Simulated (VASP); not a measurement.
Here is a VASP 6.6.1 calculation.

File INCAR:

```
PREC = Accurate
ENCUT = 520
EDIFF = 1E-7
ISMEAR = 0
SIGMA = 0.1
LREAL = False
LASPH = True
NELM = 100
ALGO = Normal
ISIF = 2
LWAVE = False
LCHARG = True
GGA = PE
LELF = True
LVHAR = True
NBANDS = 10
```

Contents of KPOINTS:

```
regular mesh
0
Gamma
  6 6 6
```

Contents of POSCAR:

```
Mg2H
1.0
    0.0000000000      2.9452382442      2.9452382442
    2.9452382442      0.0000000000      2.9452382442
    2.9452382442      2.9452382442      0.0000000000
Mg H
2 1
Direct
    0.2500000000      0.2500000000      0.2500000000
    0.7500000000      0.7500000000      0.7500000000
    0.0000000000      0.0000000000      0.0000000000
```

Potentials or basis: VASP PAW PBE potentials, release 64 (Mg, H).

Launch:

```console
$ cat potpaw_PBE.64/Mg/POTCAR potpaw_PBE.64/H/POTCAR > POTCAR
$ mpirun -np 1 vasp_std > vasp.out
```

Q: Predict the pressure.

A: -0.1 GPa.
